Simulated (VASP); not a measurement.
Wanted: the native input for a VASP 6.6.1 run.

- Task: single point
- Functional: PBEsol
- Potentials or basis: VASP PAW PBE potentials, release 64 (Te, Sb, Ge_d)
- Cutoff: 520 eV
- k mesh: 7 × 7 × 2
- Occupations: fermi-dirac, width 0.05 eV
- Spin: no spin polarisation
- Dipole correction: no
- Further INCAR settings: ALGO = Normal; EDIFF = 1e-06; NBANDS = 50

The structure of GeSb4Te7 lies in POSCAR:

```
GeSb4Te7
1.0
    4.3177070482      0.0000000000      0.0000000000
   -2.1588535241      3.7392439898      0.0000000000
    0.0000000000      0.0000000000     24.8009473009
Te Sb Ge
7 4 1
Direct
    0.0000000000      0.0000000000      0.2810217100
    0.0000000000      0.0000000000      0.0000000000
    0.3333333333      0.6666666667      0.5686057000
    0.6666666667      0.3333333333      0.4313943000
    0.0000000000      0.0000000000      0.7189782900
    0.6666666667      0.3333333333      0.1502681300
    0.3333333333      0.6666666667      0.8497318700
    0.6666666667      0.3333333333      0.6502485000
    0.3333333333      0.6666666667      0.0811013800
    0.3333333333      0.6666666667      0.3497515000
    0.6666666667      0.3333333333      0.9188986200
    0.0000000000      0.0000000000      0.5000000000
```

One way to write it, as run:

INCAR

```
PREC = Accurate
ENCUT = 520
EDIFF = 1E-6
ISMEAR = -1
SIGMA = 0.05
LREAL = F
LASPH = T
NELM = 100
ALGO = Normal
ISIF = 2
LWAVE = F
LCHARG = F
GGA = PS
NBANDS = 50
```

KPOINTS

```
regular mesh
0
Gamma
  7 7 2
```

Potentials or basis: VASP PAW PBE potentials, release 64 (Te, Sb, Ge_d).

The run is started by

```sh
$ cat potpaw_PBE.64/Te/POTCAR potpaw_PBE.64/Sb/POTCAR potpaw_PBE.64/Ge_d/POTCAR > POTCAR
$ mpirun -np 1 vasp_std > vasp.out
```

Results of the run:

The pressure is -2.4 GPa. The largest force is 0.145 eV/Å and the band gap on the k mesh is 0.37 eV, direct.

Caveat: the PAW data sets were made with another functional, which shifts forces and pressure a little; spin-orbit coupling is left out, which moves the levels of the heavy elements; this functional lacks dispersion, which binds the layers, so the pressure and a relaxed spacing across them are unreliable.

Wall time 6.3 min on 1 thread of Oxide Virtual Turin-like Processor, on a shared host, peak memory 0.58 GiB.
